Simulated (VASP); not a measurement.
A run of VASP 6.6.1 is set up as follows.

File INCAR:

```
PREC = Accurate
ENCUT = 520
EDIFF = 1E-6
ISMEAR = -1
SIGMA = 0.05
LREAL = F
LASPH = T
NELM = 80
ALGO = Normal
ISIF = 2
LWAVE = F
LCHARG = F
GGA = PS
NBANDS = 21
```

File KPOINTS:

```
regular mesh
0
Gamma
  9 9 9
```

POSCAR

```
Sn
1.0
   -2.6618675664      2.6618675664      1.4386891008
    2.6618675664     -2.6618675664      1.4386891008
    2.6618675664      2.6618675664     -1.4386891008
Sn
2
Direct
    0.0000000000      0.0000000000      0.0000000000
    0.7500000000      0.2500000000      0.5000000000
```

Potentials or basis: VASP PAW PBE potentials, release 64 (Sn_d).

Command:

```bash
$ cat potpaw_PBE.64/Sn_d/POTCAR > POTCAR
$ mpirun -np 1 vasp_std > vasp.out
```

What does it give for the band gap on the k mesh?

Zero (bands 14 and 15 overlap by 5.92 eV).

Estimate the pressure.

30.0 GPa.

Stress tensor (GPa, compression positive):
```
29.93  0.00  0.00
 0.00 29.93  0.00
 0.00  0.00 30.04
```

Caveat: the cell stands under pressure; the PAW data sets were made with another functional, which shifts forces and pressure a little; spin-orbit coupling is left out, which moves the levels of the heavy elements.
